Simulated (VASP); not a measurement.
Wanted: the native input for a VASP 6.6.1 run.

- Task: relaxation of cell and atoms
- Functional: PBE
- Potentials or basis: VASP PAW PBE potentials, release 64 (Hf_pv, H)
- Cutoff: 600 eV
- k mesh: 12 × 12 × 12
- Occupations: gaussian, width 0.1 eV
- Spin: no spin polarisation
- Dipole correction: no
- Further INCAR settings: ALGO = Normal; EDIFF = 1e-06; IBRION = 2; EDIFFG = -0.01; NSW = 100; ISIF = 3

The structure of HfH6 lies in POSCAR:

```
HfH6
1.0
   -2.8957206451      2.8957206451      1.8107404388
    2.8957206451     -2.8957206451      1.8107404388
    2.8957206451      2.8957206451     -1.8107404388
Hf H
1 6
Direct
    0.0000000000      0.0000000000      0.0000000000
    0.0000000000      0.3364857429      0.3364857429
    0.0000000000      0.6635142571      0.6635142571
    0.3364857429      0.0000000000      0.3364857429
    0.6635142571      0.0000000000      0.6635142571
    0.5000000000      0.0000000000      0.5000000000
    0.0000000000      0.5000000000      0.5000000000
```

The cell was built from a structure type or drawn by symmetry, and may not be a known phase.

These files were run (other wordings do the same):

INCAR

```
  ALGO = Normal
  EDIFF = 1E-6
  EDIFFG = -0.01
  ENCUT = 600
  GGA = PE
  IBRION = 2
  ISIF = 3
  ISMEAR = 0
  LASPH = True
  LCHARG = False
  LREAL = False
  LWAVE = False
  NELM = 60
  NSW = 100
  PREC = Accurate
  SIGMA = 0.1
```

KPOINTS

```
k-points
0
Gamma
  12 12 12
```

Potentials or basis: VASP PAW PBE potentials, release 64 (Hf_pv, H).

Command:

```bash
$ cat potpaw_PBE.64/Hf_pv/POTCAR potpaw_PBE.64/H/POTCAR > POTCAR
$ mpirun -np 1 vasp_std > vasp.out
```

It gave:

```yaml
Pressure_after_relaxing: 0.1 GPa
Band_gap_on_the_k_mesh: zero (bands 8 and 9 overlap by 0.97 eV)
```

Caveat: the relaxation stopped at its first step, so nothing moved; spin-orbit coupling is left out, which moves the levels of the heavy elements.

Run time: 48 s on 1 thread of Intel(R) Xeon(R) 6975P-C (Granite Rapids), on a shared host, peak memory 0.32 GiB.
